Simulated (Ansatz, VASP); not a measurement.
Be2ZnTe3 in VASP and in Ansatz

```
CELL_PARAMETERS angstrom
4.12575 0.00000 0.00000
-2.06288 3.57301 0.00000
0.00000 0.00000 10.14577
ATOMIC_POSITIONS crystal
Be 0.33333 0.66667 0.99262
Be 0.66667 0.33333 0.67399
Zn 0.00000 0.00000 0.33632
Te 0.66667 0.33333 0.91601
Te 0.00000 0.00000 0.59776
Te 0.33333 0.66667 0.23331
```

Alike in both runs: task single point; functional PBE; k mesh 6 × 6 × 2; occupations gaussian, width 0.1 eV; no spin polarisation.

|  | VASP | Ansatz |
| --- | --- | --- |
| version | VASP 6.6.1 | Ansatz 0.2.0 |
| potentials or method | VASP PAW PBE potentials, release 64 (Be, Zn, Te), cutoff 520 eV | scalar-relativistic, plane waves, PAW |
| valence electrons in the cell | 34 | 64 |

Ansatz gave:

- gap on the k mesh at the Fermi level (eV): 1.87
- least direct gap on the mesh (eV): 2.28
- pressure (GPa): 0.0

Question: What did VASP give for the same quantities?

Answer: gap on the k mesh at the Fermi level (eV): 1.86; least direct gap on the mesh (eV): 2.27; pressure (GPa): 0.1.

The functional is the same, so the differences come from potentials, cutoffs and numerics. VASP's potentials hold 34 valence electrons a cell and Ansatz's 64, so a difference there can come from the potentials and not from the codes.

Spin-orbit coupling is off throughout.
